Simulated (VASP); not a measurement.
# GaB (Pm-3m) in VASP: notebook

Runs on GaB. Level: PBE. Tasks: single point, relaxation of cell and atoms.

All numbers are computed with VASP 6.6.1; they aren't measurements. Logs are shortened: lines on timing, memory, paths and dates and some standing lists are left out, and cuts for length are marked.

### 1 The cell of the first run

The structure is cubic, space group Pm-3m (No. 221). The conventional cell has a = 2.899 Å, b = 2.899 Å, c = 2.899 Å, α = 90.00°, β = 90.00°, γ = 90.00°. Within 3.3 Å of Ga (site symmetry m-3m) lie 8 B at 2.51 Å and 6 Ga at 2.90 Å. B (site symmetry m-3m) has 8 Ga at 2.51 Å and 6 B at 2.90 Å within 3.3 Å.

### 2 Single point, PBE

The input, INCAR:

```
PREC = Accurate ; ENCUT = 500
EDIFF = 1E-6 ; ISMEAR = 0
SIGMA = 0.1 ; LREAL = False
LASPH = True ; NELM = 120
ALGO = Normal ; ISIF = 2
LWAVE = False ; LCHARG = True
GGA = PE ; LELF = True
LVHAR = True ; NBANDS = 15
GGA_COMPAT = False
```

The input, KPOINTS:

```
Automatic mesh
0
Gamma
  18 18 18
```

The input, POSCAR:

```
GaB
1.0
    2.8988123125      0.0000000000      0.0000000000
    0.0000000000      2.8988123125      0.0000000000
    0.0000000000      0.0000000000      2.8988123125
Ga B
1 1
Direct
    0.0000000000      0.0000000000      0.0000000000
    0.5000000000      0.5000000000      0.5000000000
```

Potentials or basis: VASP PAW PBE potentials, release 64 (Ga_d, B).

The run is started by

```
$ cat potpaw_PBE.64/Ga_d/POTCAR potpaw_PBE.64/B/POTCAR > POTCAR
$ mpirun -np 1 vasp_std > vasp.out
```

OUTCAR:

```text
PREC = Accurate
   ENCUT = 500
   EDIFF = 1E-6
   ISMEAR = 0
   LREAL = False
   LASPH = True
   NELM = 120
   ISIF = 2
   GGA = PE

 ion  position               nearest neighbor table
   1  0.000  0.000  0.000-   2 2.51   2 2.51   2 2.51   2 2.51   2 2.51   2 2.51   2 2.51   2 2.51

   2  0.500  0.500  0.500-   1 2.51   1 2.51   1 2.51   1 2.51   1 2.51   1 2.51   1 2.51   1 2.51

  LATTYP: Found a simple cubic cell.
 ALAT       =     2.8988123125

  Lattice vectors:

 A1 = (   2.8988123125,   0.0000000000,   0.0000000000)
 A2 = (   0.0000000000,   2.8988123125,   0.0000000000)
 A3 = (   0.0000000000,   0.0000000000,   2.8988123125)

Analysis of symmetry for initial positions (statically):
=====================================================================
 Subroutine PRICEL returns:
 Original cell was already a primitive cell.

 Routine SETGRP: Setting up the symmetry group for a
 simple cubic supercell.

 Subroutine GETGRP returns: Found 48 space group operations
 (whereof 48 operations were pure point group operations)
 out of a pool of 48 trial point group operations.

The static configuration has the point symmetry O_h .

Analysis of symmetry for dynamics (positions and initial velocities):
=====================================================================
 Subroutine PRICEL returns:
 Original cell was already a primitive cell.

 Routine SETGRP: Setting up the symmetry group for a
 simple cubic supercell.

 Subroutine GETGRP returns: Found 48 space group operations
 (whereof 48 operations were pure point group operations)
 out of a pool of 48 trial point group operations.

The dynamic configuration has the point symmetry O_h .

 Subroutine INISYM returns: Found 48 space group operations
 (whereof 48 operations are pure point group operations),
 and found     1 'primitive' translations

----------------------------------------------------------------------------------------

                                     Primitive cell

  volume of cell :      24.3590

  direct lattice vectors                    reciprocal lattice vectors
     2.898812313  0.000000000  0.000000000     0.344968867  0.000000000  0.000000000
     0.000000000  2.898812313  0.000000000     0.000000000  0.344968867  0.000000000
     0.000000000  0.000000000  2.898812313     0.000000000  0.000000000  0.344968867

  length of vectors
     2.898812313  2.898812313  2.898812313     0.344968867  0.344968867  0.344968867

  position of ions in fractional coordinates (direct lattice)
     0.000000000  0.000000000  0.000000000
     0.500000000  0.500000000  0.500000000

  ion indices of the primitive-cell ions
   primitive index   ion index
                 1           1
                 2           2

----------------------------------------------------------------------------------------

 KPOINTS: Automatic mesh

Automatic generation of k-mesh.
 Grid dimensions read from file:
 generate k-points for:   18   18   18

 Generating k-lattice:

  Cartesian coordinates                     Fractional coordinates (reciprocal lattice)
     0.019164937  0.000000000  0.000000000     0.055555556  0.000000000  0.000000000
     0.000000000  0.019164937  0.000000000     0.000000000  0.055555556  0.000000000
     0.000000000  0.000000000  0.019164937     0.000000000  0.000000000  0.055555556

  Length of vectors
     0.019164937  0.019164937  0.019164937

  Shift w.r.t. Gamma in fractional coordinates (k-lattice)
     0.000000000  0.000000000  0.000000000

 Subroutine IBZKPT returns following result:
 ===========================================

 Found    220 irreducible k-points:

 Following reciprocal coordinates:
            Coordinates               Weight
  0.000000  0.000000  0.000000      1.000000
  0.055556  0.000000  0.000000      6.000000
  0.111111  0.000000  0.000000      6.000000
  0.166667  0.000000  0.000000      6.000000
  0.222222  0.000000  0.000000      6.000000
  0.277778  0.000000  0.000000      6.000000
[... 16 lines left out ...]
  0.277778  0.111111  0.000000     24.000000
  0.333333  0.111111  0.000000     24.000000
 [... further k-points ...]
   k-points           NKPTS =    220   k-points in BZ     NKDIM =    220   number of bands    NBANDS=     15
   number of dos      NEDOS =    301   number of ions     NIONS =      2
   total plane-waves  NPLWV =  13824
   dimension x,y,z NGX =    24 NGY =   24 NGZ =   24
   dimension x,y,z NGXF=    48 NGYF=   48 NGZF=   48
   ions per type =               1   1
   NGX,Y,Z   is equivalent  to a cutoff of  13.76, 13.76, 13.76 a.u.
   NGXF,Y,Z  is equivalent  to a cutoff of  27.53, 27.53, 27.53 a.u.
 SYSTEM =  unknown system
   PREC   = accura    normal or accurate (medium, high low for compatibility)
   ISTART =      0    job   : 0-new  1-cont  2-samecut
   ICHARG =      2    charge: 1-file 2-atom 10-const
   ISPIN  =      1    spin polarized calculation?
   LNONCOLLINEAR =      F non collinear calculations
   LSORBIT =      F    spin-orbit coupling
   LASPH  =      T    aspherical Exc in radial PAW
   ENCUT  =  500.0 eV  36.75 Ry    6.06 a.u.   5.29  5.29  5.29*2*pi/ulx,y,z
   NELM   =    120;   NELMIN=  2; NELMDL= -5     # of ELM steps
   EDIFF  = 0.1E-05   stopping-criterion for ELM
   LREAL  =      F    real-space projection
   EDIFFG = 0.1E-04   stopping-criterion for IOM
   NSW    =      0    number of steps for IOM
   IBRION =     -1    ionic relax: 0-MD 1-quasi-New 2-CG
   NFREE  =      0    steps in history (QN), initial steepest desc. (CG)
   ISIF   =      2    stress and relaxation
   ISYM   =      2    0-nonsym 1-usesym 2-fastsym
   POTIM  = 0.5000    time-step for ionic-motion
   TEBEG  =    0.0;   TEEND  =   0.0 temperature during run
   PSTRESS=    0.0 pullay stress
   NELECT =      16.0000    total number of electrons
   NUPDOWN=      -1.0000    fix difference up-down
   EMIN   =  10.00;   EMAX   =-10.00  energy-range for DOS
   EFERMI =   0.00;   METHOD = LEGACY
   ISMEAR =     0;   SIGMA  =   0.10  broadening in eV -4-tet -1-fermi 0-gaus
   EFERMI_NEDOS =   21; number of points for ismear=-14 and -15
   IALGO  =     38    algorithm
   IMIX   =      4    mixing-type and parameters
     AMIX     =   0.40;   BMIX     =  1.00
     AMIX_MAG =   1.60;   BMIX_MAG =  1.00
  volume/ion in A,a.u.               =      12.18        82.19
  Fermi-wavevector in a.u.,A,eV,Ry     =   1.423076  2.689223 27.553770  2.025145
  Thomas-Fermi vector in A             =   2.543712
   LORBIT       =      0    0 simple, 1 ext, 2 COOP (PROOUT), +10 PAW based schemes
   GGA     = PE    functional components
   LHFCALC =     F    Hartree Fock is set to
   AEXX    =    0.0000 exact exchange contribution
   IVDW    =     0    specifies the selected vdW correction
   LEPSILON=     F    determine dielectric tensor
   LRPA    =     F    only Hartree local field effects (RPA)
 non-spin polarized calculation
 Gauss-broadening in eV      SIGMA  =   0.10
  energy-cutoff  :      500.00
  volume of cell :       24.36
 maximum number of plane-waves:       635
 NGX is ok and might be reduce to    24
   NGX = 11   NGY = 11   NGZ = 11

 number of electron      16.0000012 magnetization

 Free energy of the ion-electron system (eV)
  ---------------------------------------------------
  ext. energy  EPLUGINS =         0.00000000
  ---------------------------------------------------
  free energy    TOTEN  =        -7.10901299 eV

  energy without entropy =       -7.10476594  energy(sigma->0) =       -7.10688946

 E-fermi :   6.6866     XC(G=0): -11.8113

 val. band max:        6.6847611211   @ k =   0.5000   0.3889   0.3333
 cond. band min:       6.6913546500   @ k =   0.3333   0.1667   0.0556
 fundamental gap:      0.0065935288
 Fermi energy:         6.6866455912

 k-point     1 :       0.0000    0.0000    0.0000
  band No.  band energies     occupation
      1      -8.3926      2.00000
      2      -8.3926      2.00000
      3      -8.0647      2.00000
      4      -8.0647      2.00000
      5      -8.0647      2.00000
      6      -6.4603      2.00000
      7       7.7526      0.00000
      8       7.7526      0.00000
      9       7.7526      0.00000
     10      10.7765      0.00000
     11      14.5447      0.00000
     12      14.5447      0.00000
     13      20.5612      0.00000
     14      20.5612      0.00000
     15      20.5612      0.00000

 k-point     2 :       0.0556    0.0000    0.0000
  band No.  band energies     occupation
      1      -8.3916      2.00000
      2      -8.3857      2.00000
      3      -8.0683      2.00000
      4      -8.0683      2.00000
      5      -8.0644      2.00000
      6      -6.4079      2.00000
      7       7.2668      0.00000
      8       7.8021      0.00000
      9       7.8021      0.00000
     10      10.9804      0.00000
     11      14.5931      0.00000
     12      14.8716      0.00000
     13      20.4066      0.00000
     14      20.4066      0.00000
     15      20.4908      0.00000

 k-point     3 :       0.1111    0.0000    0.0000
  band No.  band energies     occupation
      1      -8.3889      2.00000
      2      -8.3663      2.00000
      3      -8.0786      2.00000
      4      -8.0786      2.00000
      5      -8.0635      2.00000
      6      -6.2503      2.00000
      7       6.1845      2.00000
      8       7.9487      0.00000
      9       7.9487      0.00000
     10      11.3231      0.00000
     11      14.7384      0.00000
     12      15.6861      0.00000
     13      19.9580      0.00000
     14      19.9580      0.00000
     15      20.3670      0.00000
[... 343 lines left out ...]
 k-point    23 :       0.2778    0.1111    0.0000
  band No.  band energies     occupation
      1      -8.3554      2.00000
      2      -8.2529      2.00000
      3      -8.1605      2.00000
      4      -8.1317      2.00000
      5      -8.0709      2.00000
      6      -4.9199      2.00000
      7       2.5079      2.00000
      8       7.3858      0.00000
      9       9.0570      0.00000
     10      12.7017      0.00000
     11      15.0114      0.00000
     12      16.8352      0.00000
     13      17.5502      0.00000
     14      18.1850      0.00000
     15      23.0882      0.00000

 k-point    24 :       0.3333    0.1111    0.0000
  band No.  band energies     occupation
      1      -8.3500      2.00000
      2      -8.2207      2.00000
      3      -8.1820      2.00000
      4      -8.1502      2.00000
      5      -8.0688      2.00000
      6      -4.3332      2.00000
      7       1.2761      2.00000
      8       7.8676      0.00000
      9       9.4668      0.00000
     10      12.6982      0.00000
     11      14.5580      0.00000
     12      16.7516      0.00000
     13      16.8069      0.00000
     14      18.0899      0.00000
     15      22.9411      0.00000

 [... further k-points ...]

------------------------ aborting loop because EDIFF is reached ----------------------------------------

  FORCE on cell =-STRESS in cart. coord.  units (eV):
  Direction    XX          YY          ZZ          XY          YZ          ZX
  --------------------------------------------------------------------------------------
  -------------------------------------------------------------------------------------
  Total        0.0145498      0.0145498      0.0145498      0.0000000      0.0000000     -0.0000000
  in kB        0.9569887      0.9569887      0.9569887      0.0000000      0.0000000     -0.0000000
  external PRESSURE =       0.9569887 kB  Pullay stress =       0.0000000 kB

 VOLUME and BASIS-vectors are now :
 -----------------------------------------------------------------------------
  energy-cutoff  :      500.00
  volume of cell :       24.36
      direct lattice vectors                 reciprocal lattice vectors
     2.898812313  0.000000000  0.000000000     0.344968867  0.000000000  0.000000000
     0.000000000  2.898812313  0.000000000     0.000000000  0.344968867  0.000000000
     0.000000000  0.000000000  2.898812313     0.000000000  0.000000000  0.344968867

 POSITION                                       TOTAL-FORCE (eV/Angst)
 -----------------------------------------------------------------------------------
      0.00000      0.00000      0.00000         0.000000      0.000000      0.000000
      1.44941      1.44941      1.44941         0.000000      0.000000      0.000000
 -----------------------------------------------------------------------------------
    total drift:                                0.000000      0.000000      0.000000

  FREE ENERGIE OF THE ION-ELECTRON SYSTEM (eV)
  ---------------------------------------------------
  free  energy   TOTEN  =        -7.1090129886 eV

  energy  without entropy=       -7.1047659372  energy(sigma->0) =       -7.10688946
```

Wall time 44 s (1 thread of AMD EPYC 7R13 (Zen 3), shared host); peak memory 0.17 GiB.

What came out:

```
Free energy            : -7.1090 eV
Pressure               : 0.1 GPa
Band gap on the k mesh : zero (band 8 reaches 10.20 eV, above the bottom of band 9 at 3.09 eV)
```

Levels at points of the mesh, in eV from the Fermi level:
```
           k point  band 4  band 5  band 6  band 7  band 8  band 9  band 10  band 11  band 12  band 13
(0.00, 0.00, 0.00)  -14.75  -14.75  -13.15    1.07    1.07    1.07     4.09     7.86     7.86    13.87
(0.50, 0.00, 0.00)  -14.87  -14.74   -8.97   -8.73    3.52    3.52     7.11     7.75     8.43     8.43
(0.50, 0.50, 0.00)  -14.84  -14.64   -5.05   -5.05   -4.68   -3.60     4.39    10.02    10.02    11.95
(0.50, 0.50, 0.50)  -14.63  -14.63   -2.31   -1.09   -1.09   -1.09     0.52     0.52     0.52     0.93
```

### 3 Relaxation of cell and atoms, PBE

This run uses another cell than the first one, of 12.35 Å³/atom, 1.014 times its volume.

The input, INCAR:

```
ALGO = Normal ; EDIFF = 1E-7
EDIFFG = -0.01 ; ENCUT = 500
GGA = PE ; GGA_COMPAT = F
IBRION = 2 ; ISIF = 3
ISMEAR = 0 ; LASPH = T
LCHARG = F ; LREAL = F
LWAVE = F ; NELM = 120
NELMIN = 4 ; NSW = 100
PREC = Accurate ; SIGMA = 0.1
```

The input, KPOINTS:

```
k-points
0
Gamma
  18 18 18
```

The input, POSCAR:

```
GaB
1.0
    2.9120589862      0.0000000000      0.0000000000
    0.0000000000      2.9120589862      0.0000000000
    0.0000000000      0.0000000000      2.9120589862
Ga B
1 1
Direct
    0.0000000000      0.0000000000      0.0000000000
    0.5000000000      0.5000000000      0.5000000000
```

Potentials or basis: VASP PAW PBE potentials, release 64 (Ga_d, B).

The run is started by

```
$ cat potpaw_PBE.64/Ga_d/POTCAR potpaw_PBE.64/B/POTCAR > POTCAR
$ mpirun -np 1 vasp_std > vasp.out
```

Wall time 56 s (1 thread of AMD EPYC 7R13 (Zen 3), shared host); peak memory 0.16 GiB.

Results (log left out):

| Property | Result |
| --- | --- |
| Free energy | -7.1091 eV |
| Relaxed volume | 12.19 Å³/atom |
| Relaxed cell | a = 2.900 Å, b = 2.900 Å, c = 2.900 Å, α = 90.00°, β = 90.00°, γ = 90.00° |
| Space group after relaxing (to 0.05 Å) | Pm-3m (No. 221) |
| Energy gained by relaxing | 0.6 meV/atom |
| Ionic steps | 2 |
| Pressure after relaxing | 0.1 GPa |
| Band gap on the k mesh | zero (band 8 reaches 10.19 eV, above the bottom of band 9 at 3.08 eV) |

The path:
```tsv
step	energy change (eV)	largest force (eV/Å)	pressure (GPa)	volume (Å³)
1	0.0000	0.0000	-1.16	24.69
2	-0.0011	0.0000	0.07	24.38
```

Final structure:
```cif
data_structure
_symmetry_space_group_name_H-M 'P 1'
_symmetry_Int_Tables_number 1
_cell_length_a 2.8996
_cell_length_b 2.8996
_cell_length_c 2.8996
_cell_angle_alpha 90.000
_cell_angle_beta 90.000
_cell_angle_gamma 90.000
_cell_volume 24.38
loop_
_atom_site_label
_atom_site_type_symbol
_atom_site_fract_x
_atom_site_fract_y
_atom_site_fract_z
_atom_site_occupancy
Ga1 Ga 0.00000 0.00000 0.00000 1
B1 B 0.50000 0.50000 0.50000 1
```

Levels at points of the mesh, in eV from the Fermi level:
| k point | band 5 | band 6 | band 7 | band 8 | band 9 | band 10 | band 11 | band 12 |
| --- | --- | --- | --- | --- | --- | --- | --- | --- |
| (0.00, 0.00, 0.00) | -14.75 | -13.14 | 1.07 | 1.07 | 1.07 | 4.08 | 7.86 | 7.86 |
| (0.50, 0.00, 0.00) | -14.74 | -8.97 | -8.72 | 3.51 | 3.51 | 7.10 | 7.74 | 8.42 |
| (0.50, 0.50, 0.00) | -14.64 | -5.04 | -5.04 | -4.68 | -3.60 | 4.39 | 10.02 | 10.02 |
| (0.50, 0.50, 0.50) | -14.63 | -2.31 | -1.09 | -1.09 | -1.09 | 0.52 | 0.52 | 0.52 |
